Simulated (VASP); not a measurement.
# Cu (Fm-3m) in VASP: a series of runs, part 2 of 2

VASP 6.6.1. The steps go on from the part before.

### Step 3. Single point, PBEsol (volume scaled by 1.02)

Input file INCAR:

```
SYSTEM = Cu
  PREC = Accurate
  ENCUT = 520
  EDIFF = 1E-7
  ISMEAR = -1
  SIGMA = 0.08
  LREAL = .False.
  LASPH = .True.
  NELM = 100
  ALGO = Normal
  ISIF = 2
  LWAVE = .False.
  LCHARG = .False.
  GGA = PS
  NBANDS = 12
```

Input file KPOINTS:

```
regular mesh
0
Gamma
  19 19 19
  0 0 0
```

Input file POSCAR:

```
Cu
1.0
    0.0000000000      1.8194705475      1.8194705475
    1.8194705475      0.0000000000      1.8194705475
    1.8194705475      1.8194705475      0.0000000000
Cu
1
Direct
    0.0000000000      0.0000000000      0.0000000000
```

Potentials or basis: VASP PAW PBE potentials, release 64 (Cu).

The run is started by

```bash
$ cat potpaw_PBE.64/Cu/POTCAR > POTCAR
$ mpirun -np 1 vasp_std > vasp.out
```

OUTCAR:

```text
SYSTEM = Cu
   PREC = Accurate
   ENCUT = 520
   EDIFF = 1E-7
   ISMEAR = -1
   LREAL = .False.
   LASPH = .True.
   NELM = 100
   ISIF = 2
   GGA = PS

 ion  position               nearest neighbor table
   1  0.000  0.000  0.000-

  LATTYP: Found a face centered cubic cell.
 ALAT       =     3.6389410950

  Lattice vectors:

 A1 = (   0.0000000000,   1.8194705475,   1.8194705475)
 A2 = (   1.8194705475,   0.0000000000,   1.8194705475)
 A3 = (   1.8194705475,   1.8194705475,   0.0000000000)

Analysis of symmetry for initial positions (statically):
=====================================================================
 Subroutine PRICEL returns:
 Original cell was already a primitive cell.

 Routine SETGRP: Setting up the symmetry group for a
 face centered cubic supercell.

 Subroutine GETGRP returns: Found 48 space group operations
 (whereof 48 operations were pure point group operations)
 out of a pool of 48 trial point group operations.

The static configuration has the point symmetry O_h .

Analysis of symmetry for dynamics (positions and initial velocities):
=====================================================================
 Subroutine PRICEL returns:
 Original cell was already a primitive cell.

 Routine SETGRP: Setting up the symmetry group for a
 face centered cubic supercell.

 Subroutine GETGRP returns: Found 48 space group operations
 (whereof 48 operations were pure point group operations)
 out of a pool of 48 trial point group operations.

The dynamic configuration has the point symmetry O_h .

 Subroutine INISYM returns: Found 48 space group operations
 (whereof 48 operations are pure point group operations),
 and found     1 'primitive' translations

----------------------------------------------------------------------------------------

                                     Primitive cell

  volume of cell :      12.0466

  direct lattice vectors                    reciprocal lattice vectors
     0.000000000  1.819470547  1.819470547    -0.274805218  0.274805218  0.274805218
     1.819470547  0.000000000  1.819470547     0.274805218 -0.274805218  0.274805218
     1.819470547  1.819470547  0.000000000     0.274805218  0.274805218 -0.274805218

  length of vectors
     2.573119925  2.573119925  2.573119925     0.475976599  0.475976599  0.475976599

  position of ions in fractional coordinates (direct lattice)
     0.000000000  0.000000000  0.000000000

  ion indices of the primitive-cell ions
   primitive index   ion index
                 1           1

----------------------------------------------------------------------------------------

 KPOINTS: regular mesh

Automatic generation of k-mesh.
 Grid dimensions read from file:
 generate k-points for:   19   19   19

 Generating k-lattice:

  Cartesian coordinates                     Fractional coordinates (reciprocal lattice)
    -0.014463433  0.014463433  0.014463433     0.052631579  0.000000000  0.000000000
     0.014463433 -0.014463433  0.014463433     0.000000000  0.052631579  0.000000000
     0.014463433  0.014463433 -0.014463433     0.000000000  0.000000000  0.052631579

  Length of vectors
     0.025051400  0.025051400  0.025051400

  Shift w.r.t. Gamma in fractional coordinates (k-lattice)
     0.000000000  0.000000000  0.000000000

 Subroutine IBZKPT returns following result:
 ===========================================

 Found    220 irreducible k-points:

 Following reciprocal coordinates:
            Coordinates               Weight
  0.000000  0.000000  0.000000      1.000000
  0.052632  0.000000  0.000000      8.000000
  0.105263  0.000000  0.000000      8.000000
  0.157895  0.000000  0.000000      8.000000
  0.210526  0.000000  0.000000      8.000000
  0.263158  0.000000  0.000000      8.000000
[... 16 lines left out ...]
 -0.315789  0.052632  0.000000     24.000000
 -0.263158  0.052632  0.000000     24.000000
 [... further k-points ...]
   k-points           NKPTS =    220   k-points in BZ     NKDIM =    220   number of bands    NBANDS=     12
   number of dos      NEDOS =    301   number of ions     NIONS =      1
   total plane-waves  NPLWV =   8000
   dimension x,y,z NGX =    20 NGY =   20 NGZ =   20
   dimension x,y,z NGXF=    40 NGYF=   40 NGZF=   40
   ions per type =               1
   NGX,Y,Z   is equivalent  to a cutoff of  12.92, 12.92, 12.92 a.u.
   NGXF,Y,Z  is equivalent  to a cutoff of  25.84, 25.84, 25.84 a.u.
 SYSTEM =  Cu
   PREC   = accura    normal or accurate (medium, high low for compatibility)
   ISTART =      0    job   : 0-new  1-cont  2-samecut
   ICHARG =      2    charge: 1-file 2-atom 10-const
   ISPIN  =      1    spin polarized calculation?
   LNONCOLLINEAR =      F non collinear calculations
   LSORBIT =      F    spin-orbit coupling
   LASPH  =      T    aspherical Exc in radial PAW
   ENCUT  =  520.0 eV  38.22 Ry    6.18 a.u.   4.78  4.78  4.78*2*pi/ulx,y,z
   NELM   =    100;   NELMIN=  2; NELMDL= -5     # of ELM steps
   EDIFF  = 0.1E-06   stopping-criterion for ELM
   LREAL  =      F    real-space projection
   EDIFFG = 0.1E-05   stopping-criterion for IOM
   NSW    =      0    number of steps for IOM
   IBRION =     -1    ionic relax: 0-MD 1-quasi-New 2-CG
   NFREE  =      0    steps in history (QN), initial steepest desc. (CG)
   ISIF   =      2    stress and relaxation
   ISYM   =      2    0-nonsym 1-usesym 2-fastsym
   POTIM  = 0.5000    time-step for ionic-motion
   TEBEG  =    0.0;   TEEND  =   0.0 temperature during run
   PSTRESS=    0.0 pullay stress
   NELECT =      11.0000    total number of electrons
   NUPDOWN=      -1.0000    fix difference up-down
   EMIN   =  10.00;   EMAX   =-10.00  energy-range for DOS
   EFERMI =   0.00;   METHOD = LEGACY
   ISMEAR =    -1;   SIGMA  =   0.08  broadening in eV -4-tet -1-fermi 0-gaus
   EFERMI_NEDOS =   21; number of points for ismear=-14 and -15
   IALGO  =     38    algorithm
   IMIX   =      4    mixing-type and parameters
     AMIX     =   0.40;   BMIX     =  1.00
     AMIX_MAG =   1.60;   BMIX_MAG =  1.00
  volume/ion in A,a.u.               =      12.05        81.29
  Fermi-wavevector in a.u.,A,eV,Ry     =   1.588245  3.001347 34.320977  2.522521
  Thomas-Fermi vector in A             =   2.687278
   LORBIT       =      0    0 simple, 1 ext, 2 COOP (PROOUT), +10 PAW based schemes
   GGA     = PS    functional components
   LHFCALC =     F    Hartree Fock is set to
   AEXX    =    0.0000 exact exchange contribution
   IVDW    =     0    specifies the selected vdW correction
   LEPSILON=     F    determine dielectric tensor
   LRPA    =     F    only Hartree local field effects (RPA)
 non-spin polarized calculation
  energy-cutoff  :      520.00
  volume of cell :       12.05
 maximum number of plane-waves:       334
   NGX =  9   NGY =  9   NGZ =  9

 number of electron      10.9999995 magnetization

 Free energy of the ion-electron system (eV)
  ---------------------------------------------------
  ext. energy  EPLUGINS =         0.00000000
  ---------------------------------------------------
  free energy    TOTEN  =        -4.29203330 eV

  energy without entropy =       -4.28454385  energy(sigma->0) =       -4.28828857

 E-fermi :   7.1852     XC(G=0): -12.7933

 val. band max:        7.1710030221   @ k =  -0.3684   0.1579   0.0000
 cond. band min:       7.1988516707   @ k =  -0.3684   0.1579   0.0526
 fundamental gap:      0.0278486486
 Fermi energy:         7.1851560924

 k-point     1 :       0.0000    0.0000    0.0000
  band No.  band energies     occupation
      1      -2.0804      2.00000
      2       4.1863      2.00000
      3       4.1863      2.00000
      4       4.1863      2.00000
      5       4.9928      2.00000
      6       4.9928      2.00000
      7      29.5820      0.00000
      8      32.0424      0.00000
      9      32.0424      0.00000
     10      32.0424      0.00000
     11      34.5053      0.00000
     12      34.5053      0.00000

 k-point     2 :       0.0526    0.0000    0.0000
  band No.  band energies     occupation
      1      -1.9809      2.00000
      2       4.1653      2.00000
      3       4.2051      2.00000
      4       4.2051      2.00000
      5       4.9853      2.00000
      6       4.9853      2.00000
      7      28.9847      0.00000
      8      30.7917      0.00000
      9      31.7077      0.00000
     10      31.7077      0.00000
     11      34.9840      0.00000
     12      34.9840      0.00000
[... 316 lines left out ...]
 k-point    24 :      -0.2632    0.0526    0.0000
  band No.  band energies     occupation
      1       0.5615      2.00000
      2       3.9251      2.00000
      3       4.3103      2.00000
      4       4.3477      2.00000
      5       5.0450      2.00000
      6       5.2826      2.00000
      7      18.0256      0.00000
      8      26.7610      0.00000
      9      30.0588      0.00000
     10      31.0414      0.00000
     11      33.2999      0.00000
     12      34.6497      0.00000

 [... further k-points ...]
[... 5 lines left out ...]
  --------------------------------------------------------------------------------------
  -------------------------------------------------------------------------------------
  Total       -0.6301553     -0.6301553     -0.6301553     -0.0000000     -0.0000000      0.0000000
  in kB      -83.8094674    -83.8094674    -83.8094674     -0.0000000     -0.0000000      0.0000000
  external PRESSURE =     -83.8094674 kB  Pullay stress =       0.0000000 kB

 VOLUME and BASIS-vectors are now :
 -----------------------------------------------------------------------------
  energy-cutoff  :      520.00
  volume of cell :       12.05
      direct lattice vectors                 reciprocal lattice vectors
     0.000000000  1.819470547  1.819470547    -0.274805218  0.274805218  0.274805218
     1.819470547  0.000000000  1.819470547     0.274805218 -0.274805218  0.274805218
     1.819470547  1.819470547  0.000000000     0.274805218  0.274805218 -0.274805218

 POSITION                                       TOTAL-FORCE (eV/Angst)
 -----------------------------------------------------------------------------------
      0.00000      0.00000      0.00000         0.000000     -0.000000      0.000000
 -----------------------------------------------------------------------------------
    total drift:                                0.000000     -0.000000      0.000000

  FREE ENERGIE OF THE ION-ELECTRON SYSTEM (eV)
  ---------------------------------------------------
  free  energy   TOTEN  =        -4.2920332961 eV

  energy  without entropy=       -4.2845438503  energy(sigma->0) =       -4.28828857
```

stdout:

```text
POSCAR found type information on POSCAR Cu
 POSCAR found :  1 types and       1 ions
 scaLAPACK will be used
 -----------------------------------------------------------------------------
|                                                                             |
|                                                                             |
|     You enforced a specific xc type in the INCAR file but a different       |
|     I HOPE YOU KNOW WHAT YOU ARE DOING!                                     |
|                                                                             |
 -----------------------------------------------------------------------------

 LDA part: xc-table for (Slater+PW92), standard interpolation
 POSCAR, INCAR and KPOINTS ok, starting setup
 FFT: planning ... GRIDC
 FFT: planning ... GRID_SOFT
 FFT: planning ... GRID
 WAVECAR not read
 entering main loop
```

Run time: 47 s. Hardware: 1 thread of Intel Xeon 8259CL, shared host; peak memory 0.15 GiB.

Results:

| Quantity | Value |
| --- | --- |
| Free energy | -4.2920 eV |
| Pressure | -8.4 GPa |

Caveat: the PAW data sets were made with another functional, which shifts forces and pressure a little.
